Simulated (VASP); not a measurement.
## Ca: single point with PBE

The system is Ca.

```
CELL_PARAMETERS angstrom
0.00000 2.76717 2.76717
2.76717 0.00000 2.76717
2.76717 2.76717 0.00000
ATOMIC_POSITIONS crystal
Ca 0.00000 0.00000 0.00000
```

```
Program                 : VASP 6.6.1
Task                    : single point
Functional              : PBE
Potentials or basis     : VASP PAW PBE potentials, release 64 (Ca_sv)
Cutoff                  : 520 eV
k mesh                  : 11 × 11 × 11
Occupations             : fermi-dirac, width 0.1 eV
Spin                    : non-collinear spin, zero start, spin-orbit coupling
Starting moments        : [[0.0, 0.0, 0.0]] μB
Dipole correction       : no
k mesh for the DOS      : 17 × 17 × 17
Occupations for the DOS : tetrahedron
Further INCAR settings  : ALGO = Normal; EDIFF = 1e-06
```

- Net moment: 0.00 μB per cell
- Valence electrons inside the program's atomic spheres: Ca 8.07

Moments on the atoms (μB; x, y, z):
```
Ca  0.00 0.00 0.00
```

It took 2.1 min on 1 thread of AMD EPYC 9R45 96-Core Processor (Zen 5) (shared host), peak memory 0.34 GiB.
